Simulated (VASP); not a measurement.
Input of a VASP 6.6.1 run:

Contents of INCAR:

```
PREC = Accurate ; ENCUT = 520
EDIFF = 1E-6 ; ISMEAR = -1
SIGMA = 0.05 ; LREAL = F
LASPH = T ; NELM = 80
ALGO = Normal ; ISIF = 2
LWAVE = F ; LCHARG = T
GGA = PE ; LELF = T
LVHAR = T ; NBANDS = 10
```

File KPOINTS:

```
Automatic mesh
0
Gamma
  7 7 7
```

POSCAR

```
K
1.0
    0.0000000000      3.3460310793      3.3460310793
    3.3460310793      0.0000000000      3.3460310793
    3.3460310793      3.3460310793      0.0000000000
K
1
Direct
    0.0000000000      0.0000000000      0.0000000000
```

Potentials or basis: VASP PAW PBE potentials, release 64 (K_sv).

The run is started by

```bash
$ cat potpaw_PBE.64/K_sv/POTCAR > POTCAR
$ mpirun -np 1 vasp_std > vasp.out
```

Task: Predict the pressure.

Result: -0.1 GPa.
